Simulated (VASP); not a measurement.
# LaScCl6 (Fm-3m) in VASP: notebook

Aim: see how the results for LaScCl6 move with the level of theory and the settings. Levels: LDA, PBE. Tasks: single point, relaxation of cell and atoms.

All numbers are computed with VASP 6.6.1; they aren't measurements. Logs are shortened: lines on timing, memory, paths and dates and some standing lists are left out, and cuts for length are marked.

## Step 1: The cell of the first run

Symmetry: Fm-3m, No. 225, cubic system. Conventional cell: a = 10.572 Å, b = 10.572 Å, c = 10.572 Å, α = 90.00°, β = 90.00°, γ = 90.00°. Within 3.7 Å of La (site symmetry m-3m) lie 6 Cl at 2.79 Å. Sc (site symmetry m-3m) has 6 Cl at 2.50 Å within 3.3 Å. Within 3.3 Å of Cl (site symmetry 4mm) lie 1 Sc at 2.50 Å and 1 La at 2.79 Å.

## Step 2: Single point, LDA

File INCAR:

```
SYSTEM = LaScCl6
ALGO = Normal ; EDIFF = 1E-7
ENCUT = 520 ; ISIF = 2
ISMEAR = 0 ; LASPH = .True.
LCHARG = .False. ; LREAL = .False.
LWAVE = .False. ; NBANDS = 42
NELM = 60 ; PREC = Accurate
SIGMA = 0.02
```

File KPOINTS:

```
k-points
0
Gamma
  4 4 4
  0 0 0
```

File POSCAR:

```
LaScCl6
1.0
    0.0000000000      5.2860483040      5.2860483040
    5.2860483040      0.0000000000      5.2860483040
    5.2860483040      5.2860483040      0.0000000000
La Sc Cl
1 1 6
Direct
    0.0000000000      0.0000000000      0.0000000000
    0.5000000000      0.5000000000      0.5000000000
    0.2636773357      0.7363226643      0.7363226643
    0.7363226643      0.2636773357      0.2636773357
    0.7363226643      0.2636773357      0.7363226643
    0.2636773357      0.7363226643      0.2636773357
    0.7363226643      0.7363226643      0.2636773357
    0.2636773357      0.2636773357      0.7363226643
```

Potentials or basis: VASP PAW LDA potentials, release 64 (La, Sc_sv, Cl).

Command:

```sh
$ cat potpaw_LDA.64/La/POTCAR potpaw_LDA.64/Sc_sv/POTCAR potpaw_LDA.64/Cl/POTCAR > POTCAR
$ mpirun -np 1 vasp_std > vasp.out
```

OUTCAR:

```text
SYSTEM = LaScCl6
   EDIFF = 1E-7
   ENCUT = 520
   ISIF = 2
   ISMEAR = 0
   LASPH = .True.
   LREAL = .False.
   NELM = 60
   PREC = Accurate

 ion  position               nearest neighbor table
   1  0.000  0.000  0.000-   3 2.79   4 2.79   5 2.79   6 2.79   7 2.79   8 2.79
   2  0.500  0.500  0.500-   3 2.50   4 2.50   5 2.50   6 2.50   7 2.50   8 2.50
   3  0.264  0.736  0.736-   2 2.50   1 2.79
   4  0.736  0.264  0.264-   2 2.50   1 2.79
   5  0.736  0.264  0.736-   2 2.50   1 2.79
   6  0.264  0.736  0.264-   2 2.50   1 2.79
   7  0.736  0.736  0.264-   2 2.50   1 2.79
   8  0.264  0.264  0.736-   2 2.50   1 2.79

  LATTYP: Found a face centered cubic cell.
 ALAT       =    10.5720966080

  Lattice vectors:

 A1 = (   0.0000000000,   5.2860483040,   5.2860483040)
 A2 = (   5.2860483040,   0.0000000000,   5.2860483040)
 A3 = (   5.2860483040,   5.2860483040,   0.0000000000)

Analysis of symmetry for initial positions (statically):
=====================================================================
 Subroutine PRICEL returns:
 Original cell was already a primitive cell.

 Routine SETGRP: Setting up the symmetry group for a
 face centered cubic supercell.

 Subroutine GETGRP returns: Found 48 space group operations
 (whereof 48 operations were pure point group operations)
 out of a pool of 48 trial point group operations.

The static configuration has the point symmetry O_h .

Analysis of symmetry for dynamics (positions and initial velocities):
=====================================================================
 Subroutine PRICEL returns:
 Original cell was already a primitive cell.

 Routine SETGRP: Setting up the symmetry group for a
 face centered cubic supercell.

 Subroutine GETGRP returns: Found 48 space group operations
 (whereof 48 operations were pure point group operations)
 out of a pool of 48 trial point group operations.

The dynamic configuration has the point symmetry O_h .

 Subroutine INISYM returns: Found 48 space group operations
 (whereof 48 operations are pure point group operations),
 and found     1 'primitive' translations

----------------------------------------------------------------------------------------

                                     Primitive cell

  volume of cell :     295.4088

  direct lattice vectors                    reciprocal lattice vectors
     0.000000000  5.286048304  5.286048304    -0.094588617  0.094588617  0.094588617
     5.286048304  0.000000000  5.286048304     0.094588617 -0.094588617  0.094588617
     5.286048304  5.286048304  0.000000000     0.094588617  0.094588617 -0.094588617

  length of vectors
     7.475601203  7.475601203  7.475601203     0.163832291  0.163832291  0.163832291

  position of ions in fractional coordinates (direct lattice)
     0.000000000  0.000000000  0.000000000
     0.500000000  0.500000000  0.500000000
     0.263677336  0.736322664  0.736322664
     0.736322664  0.263677336  0.263677336
     0.736322664  0.263677336  0.736322664
     0.263677336  0.736322664  0.263677336
     0.736322664  0.736322664  0.263677336
     0.263677336  0.263677336  0.736322664

  ion indices of the primitive-cell ions
   primitive index   ion index
                 1           1
                 2           2
                 3           3
                 4           4
                 5           5
                 6           6
                 7           7
                 8           8

----------------------------------------------------------------------------------------

 KPOINTS: k-points

Automatic generation of k-mesh.
 Grid dimensions read from file:
 generate k-points for:    4    4    4

 Generating k-lattice:

  Cartesian coordinates                     Fractional coordinates (reciprocal lattice)
    -0.023647154  0.023647154  0.023647154     0.250000000  0.000000000  0.000000000
     0.023647154 -0.023647154  0.023647154     0.000000000  0.250000000  0.000000000
     0.023647154  0.023647154 -0.023647154     0.000000000  0.000000000  0.250000000

  Length of vectors
     0.040958073  0.040958073  0.040958073

  Shift w.r.t. Gamma in fractional coordinates (k-lattice)
     0.000000000  0.000000000  0.000000000

 Subroutine IBZKPT returns following result:
 ===========================================

 Found      8 irreducible k-points:

 Following reciprocal coordinates:
            Coordinates               Weight
  0.000000  0.000000  0.000000      1.000000
  0.250000  0.000000  0.000000      8.000000
  0.500000  0.000000  0.000000      4.000000
  0.250000  0.250000  0.000000      6.000000
  0.500000  0.250000  0.000000     24.000000
 -0.250000  0.250000  0.000000     12.000000
  0.500000  0.500000  0.000000      3.000000
 -0.250000  0.500000  0.250000      6.000000
   k-points           NKPTS =      8   k-points in BZ     NKDIM =      8   number of bands    NBANDS=     42
   number of dos      NEDOS =    301   number of ions     NIONS =      8
   total plane-waves  NPLWV = 175616
   dimension x,y,z NGX =    56 NGY =   56 NGZ =   56
   dimension x,y,z NGXF=   112 NGYF=  112 NGZF=  112
   ions per type =               1   1   6
   NGX,Y,Z   is equivalent  to a cutoff of  12.45, 12.45, 12.45 a.u.
   NGXF,Y,Z  is equivalent  to a cutoff of  24.91, 24.91, 24.91 a.u.
 SYSTEM =  LaScCl6
   PREC   = accura    normal or accurate (medium, high low for compatibility)
   ISTART =      0    job   : 0-new  1-cont  2-samecut
   ICHARG =      2    charge: 1-file 2-atom 10-const
   ISPIN  =      1    spin polarized calculation?
   LNONCOLLINEAR =      F non collinear calculations
   LSORBIT =      F    spin-orbit coupling
   LASPH  =      T    aspherical Exc in radial PAW
   ENCUT  =  520.0 eV  38.22 Ry    6.18 a.u.  13.90 13.90 13.90*2*pi/ulx,y,z
   NELM   =     60;   NELMIN=  2; NELMDL= -5     # of ELM steps
   EDIFF  = 0.1E-06   stopping-criterion for ELM
   LREAL  =      F    real-space projection
   EDIFFG = 0.1E-05   stopping-criterion for IOM
   NSW    =      0    number of steps for IOM
   IBRION =     -1    ionic relax: 0-MD 1-quasi-New 2-CG
   NFREE  =      0    steps in history (QN), initial steepest desc. (CG)
   ISIF   =      2    stress and relaxation
   ISYM   =      2    0-nonsym 1-usesym 2-fastsym
   POTIM  = 0.5000    time-step for ionic-motion
   TEBEG  =    0.0;   TEEND  =   0.0 temperature during run
   PSTRESS=    0.0 pullay stress
   NELECT =      64.0000    total number of electrons
   NUPDOWN=      -1.0000    fix difference up-down
   EMIN   =  10.00;   EMAX   =-10.00  energy-range for DOS
   EFERMI =   0.00;   METHOD = LEGACY
   ISMEAR =     0;   SIGMA  =   0.02  broadening in eV -4-tet -1-fermi 0-gaus
   EFERMI_NEDOS =   21; number of points for ismear=-14 and -15
   IALGO  =     38    algorithm
   IMIX   =      4    mixing-type and parameters
     AMIX     =   0.40;   BMIX     =  1.00
     AMIX_MAG =   1.60;   BMIX_MAG =  1.00
  volume/ion in A,a.u.               =      36.93       249.19
  Fermi-wavevector in a.u.,A,eV,Ry     =   0.983242  1.858058 13.153631  0.966765
  Thomas-Fermi vector in A             =   2.114385
   LORBIT       =      0    0 simple, 1 ext, 2 COOP (PROOUT), +10 PAW based schemes
   GGA     = CA    functional components
   LHFCALC =     F    Hartree Fock is set to
   AEXX    =    0.0000 exact exchange contribution
   IVDW    =     0    specifies the selected vdW correction
   LEPSILON=     F    determine dielectric tensor
   LRPA    =     F    only Hartree local field effects (RPA)
 non-spin polarized calculation
 Gauss-broadening in eV      SIGMA  =   0.02
  energy-cutoff  :      520.00
  volume of cell :      295.41
 maximum number of plane-waves:      7992
   NGX = 27   NGY = 27   NGZ = 27

 number of electron      64.0000016 magnetization

 Free energy of the ion-electron system (eV)
  ---------------------------------------------------
  ext. energy  EPLUGINS =         0.00000000
  ---------------------------------------------------
  free energy    TOTEN  =       -42.71712791 eV

  energy without entropy =      -42.71712791  energy(sigma->0) =      -42.71712791

 E-fermi :  -1.5461     XC(G=0):  -7.3162

 val. band max:       -1.7252516953   @ k =   0.0000   0.0000   0.0000
 cond. band min:       1.4533388366   @ k =   0.0000   0.0000   0.0000
 fundamental gap:      3.1785905319
 Fermi energy:        -1.5461435153

 k-point     1 :       0.0000    0.0000    0.0000
  band No.  band energies     occupation
      1     -49.7372      2.00000
      2     -32.4652      2.00000
      3     -28.6851      2.00000
      4     -28.6851      2.00000
      5     -28.6851      2.00000
      6     -16.6325      2.00000
[... 34 lines left out ...]
     41       2.2012      0.00000
     42       2.2012      0.00000

 k-point     2 :       0.2500    0.0000    0.0000
  band No.  band energies     occupation
      1     -49.7372      2.00000
      2     -32.4652      2.00000
      3     -28.6851      2.00000
      4     -28.6851      2.00000
      5     -28.6851      2.00000
      6     -16.6500      2.00000
[... 34 lines left out ...]
     41       2.1569      0.00000
     42       2.2137      0.00000

 k-point     3 :       0.5000    0.0000    0.0000
  band No.  band energies     occupation
      1     -49.7372      2.00000
      2     -32.4652      2.00000
      3     -28.6851      2.00000
      4     -28.6851      2.00000
      5     -28.6851      2.00000
      6     -16.6667      2.00000
[... 177 lines left out ...]
      4     -28.6851      2.00000
      5     -28.6851      2.00000
      6     -16.6361      2.00000
[... 34 lines left out ...]
     41       2.1800      0.00000
     42       2.1800      0.00000

 k-point     8 :      -0.2500    0.5000    0.2500
  band No.  band energies     occupation
      1     -49.7372      2.00000
      2     -32.4652      2.00000
      3     -28.6851      2.00000
      4     -28.6851      2.00000
      5     -28.6851      2.00000
      6     -16.6447      2.00000
[... 34 lines left out ...]
     41       2.2463      0.00000
     42       2.2463      0.00000

------------------------ aborting loop because EDIFF is reached ----------------------------------------

  FORCE on cell =-STRESS in cart. coord.  units (eV):
  Direction    XX          YY          ZZ          XY          YZ          ZX
  --------------------------------------------------------------------------------------
  -------------------------------------------------------------------------------------
  Total       -4.7377812     -4.7377812     -4.7377812      0.0000000      0.0000000     -0.0000000
  in kB      -25.6958035    -25.6958035    -25.6958035      0.0000000      0.0000000     -0.0000000
  external PRESSURE =     -25.6958035 kB  Pullay stress =       0.0000000 kB

 VOLUME and BASIS-vectors are now :
 -----------------------------------------------------------------------------
  energy-cutoff  :      520.00
  volume of cell :      295.41
      direct lattice vectors                 reciprocal lattice vectors
     0.000000000  5.286048304  5.286048304    -0.094588617  0.094588617  0.094588617
     5.286048304  0.000000000  5.286048304     0.094588617 -0.094588617  0.094588617
     5.286048304  5.286048304  0.000000000     0.094588617  0.094588617 -0.094588617

 POSITION                                       TOTAL-FORCE (eV/Angst)
 -----------------------------------------------------------------------------------
      0.00000      0.00000      0.00000         0.000000     -0.000000     -0.000000
      5.28605      5.28605      5.28605         0.000000      0.000000     -0.000000
      7.78447      5.28605      5.28605        -0.057704      0.000000     -0.000000
      2.78762      5.28605      5.28605         0.057704      0.000000     -0.000000
      5.28605      7.78447      5.28605         0.000000     -0.057704     -0.000000
      5.28605      2.78762      5.28605         0.000000      0.057704     -0.000000
      5.28605      5.28605      7.78447         0.000000      0.000000     -0.057704
      5.28605      5.28605      2.78762         0.000000      0.000000      0.057704
 -----------------------------------------------------------------------------------
    total drift:                               -0.000000     -0.000000     -0.000000

  FREE ENERGIE OF THE ION-ELECTRON SYSTEM (eV)
  ---------------------------------------------------
  free  energy   TOTEN  =       -42.7171279056 eV

  energy  without entropy=      -42.7171279056  energy(sigma->0) =      -42.71712791
```

Run time: 3.9 min. Hardware: 1 thread of Intel Xeon 6975P-C, shared host; peak memory 0.39 GiB.

Results:

```yaml
Free_energy: -42.7171 eV
Pressure: -2.6 GPa
Largest_force: 0.058 eV/Å
Band_gap_on_the_k_mesh: 3.18 eV, direct
```

Forces on the atoms (eV/Å):
```
La   0.000  0.000  0.000
Sc   0.000  0.000  0.000
Cl  -0.058  0.000  0.000
Cl   0.058  0.000  0.000
Cl   0.000 -0.058  0.000
Cl   0.000  0.058  0.000
Cl   0.000  0.000 -0.058
Cl   0.000  0.000  0.058
```

Caveat: spin-orbit coupling is left out, which moves the levels of the heavy elements. A k mesh can miss the band edges.

[end of part 1 of 2]
